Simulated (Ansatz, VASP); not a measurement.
**Ta2B2O in VASP and in Ansatz**

INCAR

```
ALGO     = Normal         # electronic algorithm
EDIFF    = 1E-6           # SCF threshold, eV
EDIFFG   = -0.04          # ionic threshold
ENCUT    = 600            # plane-wave cutoff, eV
GGA      = PE             # functional
IBRION   = 2              # ionic algorithm
ISIF     = 3              # what is computed and relaxed
ISMEAR   = 0              # smearing method
LASPH    = True           # aspherical terms in the spheres
LCHARG   = False          # write CHGCAR
LREAL    = False          # projectors in reciprocal space
LWAVE    = False          # write WAVECAR
NELM     = 100            # most SCF steps
NSW      = 90             # ionic steps
PREC     = Accurate       # precision mode
SIGMA    = 0.1            # smearing width, eV
```

File KPOINTS:

```
k-points
0
Gamma
  6 6 4
```

POSCAR

```
Ta2B2O
1.0
    3.1363860700      0.0000000000      0.0000000000
   -1.5681930300      2.7161900100      0.0000000000
    0.0000000000      0.0000000000      7.3646926500
Ta B O
2 2 1
Direct
    0.0000000000      0.0000000000      0.0000000000
    0.3333333300      0.6666666700      0.5000000000
    0.3333333300      0.6666666700      0.2428985600
    0.3333333300      0.6666666700      0.7571014400
    0.0000000000      0.0000000000      0.5000000000
```

Input for Ansatz:

```yaml
crystal:
  lattice:
    - [3.13638607, 0.0, 0.0]
    - [-1.56819303, 2.71619001, 0.0]
    - [0.0, 0.0, 7.36469265]
  atoms:
    - { symbol: Ta, position: [0.0, 0.0, 0.0] }
    - { symbol: Ta, position: [0.33333333, 0.66666667, 0.5] }
    - { symbol: B, position: [0.33333333, 0.66666667, 0.24289856] }
    - { symbol: B, position: [0.33333333, 0.66666667, 0.75710144] }
    - { symbol: O, position: [0.0, 0.0, 0.5] }
basis:
  ecutwfc: 420
kpoints:
  mp_grid: { grid: [6, 6, 4] }
hamiltonian:
  xc: pbe
scf:
  occupations: { method: gaussian, width: 0.1 }
  lower_state_search: "off"
output:
  forces: true
  stress: true
  eigenvalues: true
relax:
  adjacent_minimum: "off"
  f_tol: 0.04
  max_steps: 70
  cell: { stress_tol: 0.4 }
```

Alike in both runs: task relaxation of cell and atoms; functional PBE; k mesh 6 × 6 × 4; occupations gaussian, width 0.1 eV; no spin polarisation.

|  | VASP | Ansatz |
| --- | --- | --- |
| version | VASP 6.6.1 | Ansatz 0.2.0 |
| potentials or method | VASP PAW PBE potentials, release 64 (Ta_pv, B, O), cutoff 600 eV | scalar-relativistic, plane waves, PAW |
| valence electrons in the cell | 34 | 38 |

Ansatz gave:

```
gap on the k mesh at the Fermi level, each at its own relaxed structure (eV) : none
relaxed volume (Å³/atom)                                                     : 13.62
relaxed cell length with the largest relative difference (Å)                 : 3.592
```

Task: Estimate VASP's values.

Result: gap on the k mesh at the Fermi level, each at its own relaxed structure (eV): none; relaxed volume (Å³/atom): 13.64; relaxed cell length with the largest relative difference (Å): 3.594.

A gap of «none» marks a metal or a gap that the smearing closes. VASP's potentials hold 34 valence electrons a cell and Ansatz's 38, so a difference there can come from the potentials and not from the codes.

The k mesh is coarse, so the values compare programs but aren't converged. Spin-orbit coupling is off throughout.
